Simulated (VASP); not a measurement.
Write the native input for VASP 6.6.1 that does the following.

| Property | Result |
| --- | --- |
| Task | single point |
| Functional | r2SCAN |
| Potentials or basis | VASP PAW PBE potentials, release 64 (Ta_pv) |
| Cutoff | 550 eV |
| k mesh | 8 × 8 × 8 |
| Occupations | gaussian, width 0.1 eV |
| Spin | no spin polarisation |
| Dipole correction | no |
| Further INCAR settings | ALGO = Normal; EDIFF = 1e-06; NBANDS = 12 |

Ta:

```
CELL_PARAMETERS angstrom
-1.65493 1.65493 1.65493
1.65493 -1.65493 1.65493
1.65493 1.65493 -1.65493
ATOMIC_POSITIONS crystal
Ta 0.00000 0.00000 0.00000
```

The input as run:

POSCAR

```
Ta
1.0
   -1.6549278069      1.6549278069      1.6549278069
    1.6549278069     -1.6549278069      1.6549278069
    1.6549278069      1.6549278069     -1.6549278069
Ta
1
Direct
    0.0000000000      0.0000000000      0.0000000000
```

INCAR.step1

```
SYSTEM = Ta
ALGO = Normal
EDIFF = 1E-5
ENCUT = 550
GGA = PE
GGA_COMPAT = .FALSE.
ISMEAR = 0
LASPH = .TRUE.
LCHARG = .FALSE.
LREAL = .FALSE.
LWAVE = .TRUE.
NBANDS = 12
NELM = 120
PREC = Accurate
SIGMA = 0.1
```

INCAR.step2

```
SYSTEM = Ta
ALGO = Normal
EDIFF = 1E-6
ENCUT = 550
GGA_COMPAT = .FALSE.
ISIF = 2
ISMEAR = 0
ISTART = 1
LASPH = .TRUE.
LCHARG = .TRUE.
LELF = .TRUE.
LMIXTAU = .TRUE.
LREAL = .FALSE.
LVHAR = .TRUE.
LWAVE = .FALSE.
METAGGA = R2SCAN
NBANDS = 12
NELM = 120
PREC = Accurate
SIGMA = 0.1
```

KPOINTS

```
k-points
0
G
  8 8 8
  0 0 0
```

Potentials or basis: VASP PAW PBE potentials, release 64 (Ta_pv).

The run is started by

```console
$ cat potpaw_PBE.64/Ta_pv/POTCAR > POTCAR
$ cp INCAR.step1 INCAR
$ mpirun -np 1 vasp_std > vasp.out
$ cp INCAR.step2 INCAR
$ mpirun -np 1 vasp_std > vasp.out
```

It gave:

```yaml
Pressure: -2.8 GPa
```

Caveat: the PAW data sets were made with another functional, which shifts forces and pressure a little.

Run time: 10 s on 1 thread of Intel(R) Xeon(R) 6975P-C (Granite Rapids), with other jobs on the host, peak memory 0.14 GiB.
